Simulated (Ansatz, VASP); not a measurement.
# One calculation of Sn, two programs

File INCAR:

```
PREC = Accurate ; ENCUT = 520
EDIFF = 1E-7 ; ISMEAR = 0
SIGMA = 0.15 ; LREAL = False
LASPH = True ; NELM = 60
ALGO = Fast ; ISIF = 2
LWAVE = False ; LCHARG = False
GGA = PS ; NBANDS = 13
```

Contents of KPOINTS:

```
Automatic mesh
0
Gamma
  12 12 12
```

The input POSCAR:

```
Sn
1.0
   -1.8289851493      1.9094998554      1.8832405702
    1.8665942890     -1.8458980203      1.8572478747
    1.8504373365      1.8673502074     -1.8196387350
Sn
1
Direct
    0.0000000000      0.0000000000      0.0000000000
```

Input for Ansatz:

```yaml
crystal:
  lattice:
    - [-1.8289851493, 1.9094998554, 1.8832405702]
    - [1.866594289, -1.8458980203, 1.8572478747]
    - [1.8504373365, 1.8673502074, -1.819638735]
  atoms:
    - { symbol: Sn, position: [0.0, 0.0, 0.0] }
basis:
  ecutwfc: 420
kpoints:
  mp_grid: { grid: [12, 12, 12] }
hamiltonian:
  xc: pbesol
scf:
  occupations: { method: gaussian, width: 0.15 }
output:
  forces: true
  stress: true
  eigenvalues: true
```

Change from the starting cell: cell sheared at random, sigma 0.01, atoms nudged by 0.01 Å.

Alike in both runs: task single point; functional PBEsol; k mesh 12 × 12 × 12; occupations gaussian, width 0.15 eV; no spin polarisation.

|  | VASP | Ansatz |
| --- | --- | --- |
| version | VASP 6.6.1 | Ansatz 0.2.0 |
| potentials or method | VASP PAW PBE potentials, release 64 (Sn_d), cutoff 520 eV | scalar-relativistic, plane waves, PAW |
| valence electrons in the cell | 14 | 14 |

|  | VASP | Ansatz | Ansatz less VASP |
| --- | --- | --- | --- |
| gap on the k mesh at the Fermi level (eV) | none | none | - |
| pressure (GPa) | -0.3 | -0.3 | +0.02 |
| traceless stress, the component that is largest in VASP (GPa) | -0.71 | -0.71 | +0.001 |

VASP's potentials were made for PBE, not for PBEsol. A gap of «none» marks a metal or a gap that the smearing closes. With one functional, cell and mesh, what is left measures potentials, basis and numerics.
